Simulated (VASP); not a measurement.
## Ta4N: single point with PBE

The system is Ta4N.

```
Ta N
1.0
     4.29087    0.00000    0.00000
     0.00000    4.29087    0.00000
     0.00000    0.00000    4.29087
Ta N
4 1
Direct
  0.50000 0.00000 0.00000
  0.00000 0.50000 0.00000
  0.00000 0.00000 0.50000
  0.50000 0.50000 0.50000
  0.00000 0.00000 0.00000
```

The cell was built from a structure type or drawn by symmetry, and may not be a known phase.

```json
{"Program": "VASP 6.6.1", "Task": "single point", "Functional": "PBE", "Potentials or basis": "VASP PAW PBE potentials, release 64 (Ta_pv, N)", "Cutoff": "520 eV", "k mesh": "4 × 4 × 4", "Occupations": "gaussian, width 0.1 eV", "Spin": "collinear spin", "Starting moments": "[1.0, 1.0, 1.0, 1.0, 0.0] μB"}
```

| Item | Value |
| --- | --- |
| Pressure | 0.3 GPa |
| Net moment | 0.00 μB per cell |
| Valence electrons inside the program's atomic spheres | Ta 8.89, 8.75 (each value once); N 3.80 |

Levels at points of the mesh, in eV from the Fermi level:
Spin up:
```csv
k point,band 20,band 21,band 22,band 23,band 24,band 25,band 26,band 27,band 28,band 29
"(0.00, 0.00, 0.00)",-3.60,-3.60,-3.60,0.04,0.04,0.04,2.57,2.57,3.93,3.93
"(0.50, 0.00, 0.00)",-2.39,-1.85,-1.58,-1.58,0.17,0.17,0.30,1.12,1.69,1.93
"(0.50, 0.50, 0.00)",-2.41,-1.56,-1.56,-1.34,-0.96,-0.27,-0.27,1.51,1.58,2.48
"(0.50, 0.50, 0.50)",-2.77,-0.04,-0.04,-0.04,0.12,0.12,0.30,0.30,0.30,4.00
```
Spin down:
| k point | band 22 | band 23 | band 24 | band 25 | band 26 | band 27 |
| --- | --- | --- | --- | --- | --- | --- |
| (0.00, 0.00, 0.00) | -3.60 | 0.04 | 0.04 | 0.04 | 2.57 | 2.57 |
| (0.50, 0.00, 0.00) | -1.58 | -1.58 | 0.17 | 0.17 | 0.30 | 1.12 |
| (0.50, 0.50, 0.00) | -1.56 | -1.34 | -0.96 | -0.27 | -0.27 | 1.51 |
| (0.50, 0.50, 0.50) | -0.04 | -0.04 | 0.12 | 0.12 | 0.30 | 0.30 |

Run time: 45 s on 1 thread of AMD EPYC 7R43 64-Core Processor (Zen 3) (shared host), peak memory 0.19 GiB.

Caveat: the k points lie up to 0.37 Å⁻¹ apart; spin-orbit coupling is left out, which moves the levels of the heavy elements.
